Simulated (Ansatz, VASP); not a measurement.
# InAs in VASP and in Ansatz

```
In As
1.0
     2.93155    0.00000    0.00000
     0.00000    2.93155    0.00000
     0.00000    0.00000    2.93155
In As
1 1
Direct
  0.00000 0.00000 0.00000
  0.50000 0.50000 0.50000
```

Change from the starting cell: volume scaled by 0.55, PAW files, source ansatz.

Alike in both runs: task single point; functional PBE; k mesh 12 × 12 × 12; occupations fermi-dirac, width 0.05 eV; no spin polarisation.

```csv
,VASP,Ansatz
version,VASP 6.6.1,Ansatz 0.2.0
potentials or method,"VASP PAW PBE potentials, release 64 (In_d, As)","PAW with other files of Ansatz's library (source ansatz), scalar-relativistic"
plane-wave cutoff (eV),520,710
valence electrons in the cell,18,36
```

```csv
,VASP,Ansatz,Ansatz less VASP
pressure (GPa),142.6,141.0,-1.55
```

Both programs put the cell under a high pressure, so it lies far from rest at this level. VASP's potentials hold 18 valence electrons a cell and Ansatz's 36, so a difference there can come from the potentials and not from the codes.

Noted on VASP's run: the cell as given lies far from equilibrium.
